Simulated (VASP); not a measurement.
# Na4Au (P1) in VASP: single point with PBE

Aim: the single point of Na4Au with PBE.

Program: VASP 6.6.1. These are calculated values, not measurements. Logs are shortened: lines on timing, memory, paths and dates and some standing lists are left out, and cuts for length are marked.

### Step 1. The cell of the first run

The typed cell holds 10 atoms: a = 5.942 Å, b = 5.938 Å, c = 9.782 Å, α = 89.94°, β = 89.98°, γ = 114.53°.

### Step 2. Single point, PBE

File INCAR:

```
PREC = Accurate
ENCUT = 520
EDIFF = 1E-6
ISMEAR = 0
SIGMA = 0.1
LREAL = False
LASPH = True
NELM = 60
ALGO = Fast
ISIF = 2
LWAVE = False
LCHARG = False
GGA = PE
NBANDS = 50
```

File KPOINTS:

```
regular mesh
0
Gamma
  4 4 2
```

File POSCAR:

```
Na4Au
1.0
    3.2107709629     -3.5364062263      3.5348872055
    3.2132726107      3.5309244025     -3.5314275300
    0.0158772508      6.9194516278      6.9144089295
Na Au
8 2
Direct
    0.3256197063      0.1810260115      0.2481724303
    0.8255645928      0.6815594675      0.7480595246
   -0.0049213249      0.4982636450      0.0718435655
    0.4945570149      0.9980230754      0.5719552153
    0.4986144425     -0.0046748009      0.9281945742
    0.9983639165      0.4947424331      0.4281144741
    0.6813646562      0.8256696074      0.2518571936
    0.1811443213      0.3259983099      0.7518728474
   -0.0000755457     -0.0002171050     -0.0000283660
    0.4997682201      0.4996093562      0.4999585409
```

Potentials or basis: VASP PAW PBE potentials, release 64 (Na_pv, Au).

The run is started by

```sh
$ cat potpaw_PBE.64/Na_pv/POTCAR potpaw_PBE.64/Au/POTCAR > POTCAR
$ mpirun -np 1 vasp_std > vasp.out
```

OUTCAR:

```text
PREC = Accurate
   ENCUT = 520
   EDIFF = 1E-6
   ISMEAR = 0
   LREAL = False
   LASPH = True
   NELM = 60
   ISIF = 2
   GGA = PE

 ion  position               nearest neighbor table
   1  0.326  0.181  0.248-   9 3.01  10 3.02
   2  0.826  0.682  0.748-  10 3.01   9 3.02
   3  0.995  0.498  0.072-   9 3.05   9 3.05
   4  0.495  0.998  0.572-  10 3.05  10 3.06
   5  0.499  0.995  0.928-   9 3.05   9 3.06
   6  0.998  0.495  0.428-  10 3.05  10 3.06
   7  0.681  0.826  0.252-  10 3.01   9 3.01
   8  0.181  0.326  0.752-   9 3.01  10 3.01
   9  1.000  1.000  1.000-   8 3.01   1 3.01   7 3.01   2 3.02   3 3.05   5 3.05   3 3.05   5 3.06

  10  0.500  0.500  0.500-   7 3.01   2 3.01   8 3.01   1 3.02   4 3.05   6 3.05   4 3.06   6 3.06

  LATTYP: Found a triclinic cell.
 ALAT       =     6.4240468441
 B/A-ratio  =     0.9250051204
 C/A-ratio  =     1.5227208616
 COS(alpha) =     0.0003895238
 COS(beta)  =     0.0014001629
 COS(gamma) =     0.5411547091

  Lattice vectors:

 A1 = (  -6.4240435736,   0.0054818238,  -0.0034596755)
 A2 = (  -3.2107709629,   3.5364062263,  -3.5348872055)
 A3 = (  -0.0158772508,  -6.9194516278,  -6.9144089295)

Analysis of symmetry for initial positions (statically):
=====================================================================
 Subroutine PRICEL returns:
 Original cell was already a primitive cell.

 Routine SETGRP: Setting up the symmetry group for a
 triclinic supercell.

 Subroutine GETGRP returns: Found  1 space group operations
 (whereof  1 operations were pure point group operations)
 out of a pool of  2 trial point group operations.

The static configuration has the point symmetry C_1 .

Analysis of symmetry for dynamics (positions and initial velocities):
=====================================================================
 Subroutine PRICEL returns:
 Original cell was already a primitive cell.

 Routine SETGRP: Setting up the symmetry group for a
 triclinic supercell.

 Subroutine GETGRP returns: Found  1 space group operations
 (whereof  1 operations were pure point group operations)
 out of a pool of  2 trial point group operations.

The dynamic configuration has the point symmetry C_1 .

[... 112 lines left out ...]
   NSW    =      0    number of steps for IOM
   IBRION =     -1    ionic relax: 0-MD 1-quasi-New 2-CG
   NFREE  =      0    steps in history (QN), initial steepest desc. (CG)
   ISIF   =      2    stress and relaxation
   ISYM   =      2    0-nonsym 1-usesym 2-fastsym
   POTIM  = 0.5000    time-step for ionic-motion
   TEBEG  =    0.0;   TEEND  =   0.0 temperature during run
   PSTRESS=    0.0 pullay stress
   NELECT =      78.0000    total number of electrons
   NUPDOWN=      -1.0000    fix difference up-down
   EMIN   =  10.00;   EMAX   =-10.00  energy-range for DOS
   EFERMI =   0.00;   METHOD = LEGACY
   ISMEAR =     0;   SIGMA  =   0.10  broadening in eV -4-tet -1-fermi 0-gaus
   EFERMI_NEDOS =   21; number of points for ismear=-14 and -15
   IALGO  =     68    algorithm
   IMIX   =      4    mixing-type and parameters
     AMIX     =   0.40;   BMIX     =  1.00
     AMIX_MAG =   1.60;   BMIX_MAG =  1.00
  volume/ion in A,a.u.               =      31.40       211.91
  Fermi-wavevector in a.u.,A,eV,Ry     =   1.029100  1.944717 14.409207  1.059047
  Thomas-Fermi vector in A             =   2.163130
   LORBIT       =      0    0 simple, 1 ext, 2 COOP (PROOUT), +10 PAW based schemes
   GGA     = PE    functional components
   LHFCALC =     F    Hartree Fock is set to
   AEXX    =    0.0000 exact exchange contribution
   IVDW    =     0    specifies the selected vdW correction
   LEPSILON=     F    determine dielectric tensor
   LRPA    =     F    only Hartree local field effects (RPA)
 non-spin polarized calculation
 RMM-DIIS sequential band-by-band and
 Gauss-broadening in eV      SIGMA  =   0.10
  energy-cutoff  :      520.00
  volume of cell :      314.01
 maximum number of plane-waves:      8480
 NGX is ok and might be reduce to    48
   NGX = 23   NGY = 23   NGZ = 37

 number of electron      77.9999982 magnetization

 Free energy of the ion-electron system (eV)
  ---------------------------------------------------
  ext. energy  EPLUGINS =         0.00000000
  ---------------------------------------------------
  free energy    TOTEN  =       -18.58575437 eV

  energy without entropy =      -18.56996159  energy(sigma->0) =      -18.57785798

 E-fermi :   1.3407     XC(G=0):  -7.2705

 val. band max:        1.3380743797   @ k =   0.5000   0.5000   0.5000
 cond. band min:       1.3747351629   @ k =   0.5000   0.2500   0.0000
 fundamental gap:      0.0366607832
 Fermi energy:         1.3407219589

 k-point     1 :       0.0000    0.0000    0.0000
  band No.  band energies     occupation
      1     -23.4503      2.00000
      2     -23.4456      2.00000
      3     -23.4454      2.00000
      4     -23.4445      2.00000
      5     -23.4301      2.00000
      6     -23.4294      2.00000
[... 1049 lines left out ...]
     49       5.3324      0.00000
     50       5.3329      0.00000

------------------------ aborting loop because EDIFF is reached ----------------------------------------

  FORCE on cell =-STRESS in cart. coord.  units (eV):
  Direction    XX          YY          ZZ          XY          YZ          ZX
  --------------------------------------------------------------------------------------
  -------------------------------------------------------------------------------------
  Total        0.0279460      0.0462112     -0.0323856     -0.0007570     -0.0169205     -0.0172597
  in kB        0.1425884      0.2357823     -0.1652401     -0.0038624     -0.0863333     -0.0880639
  external PRESSURE =       0.0710435 kB  Pullay stress =       0.0000000 kB

 VOLUME and BASIS-vectors are now :
 -----------------------------------------------------------------------------
  energy-cutoff  :      520.00
  volume of cell :      314.01
      direct lattice vectors                 reciprocal lattice vectors
     3.210770963 -3.536406226  3.534887206     0.155566629 -0.070933424  0.070627935
     3.213272611  3.530924403 -3.531427530     0.155763573  0.070521047 -0.070930152
     0.015877251  6.919451628  6.914408930     0.000022747  0.072281178  0.072291577

 POSITION                                       TOTAL-FORCE (eV/Angst)
 -----------------------------------------------------------------------------------
      1.63112      1.20488      2.22771        -0.003197      0.001970      0.000199
      4.85261      4.66316      5.68379        -0.003810      0.001478      0.000971
      4.79717     -1.26255      2.25466         0.003333      0.000017      0.000985
      4.80391      5.73261      2.17849         0.003156     -0.000631      0.000474
      4.81393      8.17371      4.66554         0.003178      0.000220     -0.000774
      4.80206      1.17860      4.74212         0.002878      0.000529     -0.000516
      4.84481      2.24851      1.23420        -0.003264     -0.001564     -0.001331
      1.64107      5.71302      4.68784        -0.002696     -0.002246     -0.000882
      6.43898      6.91327      6.91817        -0.000046     -0.000065      0.000347
      3.21796      3.45614      3.45921         0.000470      0.000293      0.000528
 -----------------------------------------------------------------------------------
    total drift:                               -0.001099      0.000153     -0.000097

  FREE ENERGIE OF THE ION-ELECTRON SYSTEM (eV)
  ---------------------------------------------------
  free  energy   TOTEN  =       -18.5857543735 eV

  energy  without entropy=      -18.5699615861  energy(sigma->0) =      -18.57785798
```

stdout:

```text
POSCAR found type information on POSCAR NaAu
 POSCAR found :  2 types and      10 ions
 scaLAPACK will be used
 LDA part: xc-table for (Slater+PW92), standard interpolation
 POSCAR, INCAR and KPOINTS ok, starting setup
 FFT: planning ... GRIDC
 FFT: planning ... GRID_SOFT
 FFT: planning ... GRID
 WAVECAR not read
 entering main loop
```

Wall time 8.5 min (1 thread of AMD EPYC 9755, shared host); peak memory 0.52 GiB.

Results:

```yaml
Free_energy: -18.5858 eV
Pressure: 0.0 GPa
Largest_force: 0.004 eV/Å
Band_gap_on_the_k_mesh: zero (band 39 reaches 2.68 eV, above the bottom of band 40 at 0.64 eV)
```

Forces on the atoms (eV/Å):
```
Na  -0.003  0.002  0.000
Na  -0.004  0.001  0.001
Na   0.003  0.000  0.001
Na   0.003 -0.001  0.000
Na   0.003  0.000 -0.001
Na   0.003  0.001 -0.001
Na  -0.003 -0.002 -0.001
Na  -0.003 -0.002 -0.001
Au   0.000  0.000  0.000
Au   0.000  0.000  0.001
```

Levels at points of the mesh, in eV from the Fermi level:
| k point | band 36 | band 37 | band 38 | band 39 | band 40 | band 41 | band 42 | band 43 |
| --- | --- | --- | --- | --- | --- | --- | --- | --- |
| (0.00, 0.00, 0.00) | -3.69 | -1.93 | 0.49 | 1.10 | 1.16 | 1.23 | 1.57 | 1.72 |
| (0.50, 0.00, 0.00) | -3.65 | -1.27 | -1.27 | -0.54 | -0.54 | 0.72 | 0.72 | 1.83 |
| (0.00, 0.50, 0.00) | -3.65 | -1.27 | -1.27 | -0.54 | -0.54 | 0.72 | 0.72 | 1.82 |
| (0.50, 0.50, 0.00) | -3.32 | -2.00 | -0.55 | -0.54 | 0.04 | 0.07 | 0.75 | 1.16 |
| (0.00, 0.00, 0.50) | -3.79 | -0.82 | -0.82 | 1.34 | 1.34 | 1.55 | 1.55 | 1.61 |
| (0.50, 0.00, 0.50) | -3.62 | -1.71 | -1.69 | 0.56 | 0.59 | 0.74 | 0.75 | 1.02 |
| (0.00, 0.50, 0.50) | -3.62 | -1.71 | -1.69 | 0.56 | 0.59 | 0.74 | 0.75 | 1.02 |
| (0.50, 0.50, 0.50) | -3.59 | -1.55 | -1.55 | 0.00 | 0.00 | 0.51 | 0.51 | 1.62 |

Caveat: spin-orbit coupling is left out, which moves the levels of the heavy elements.
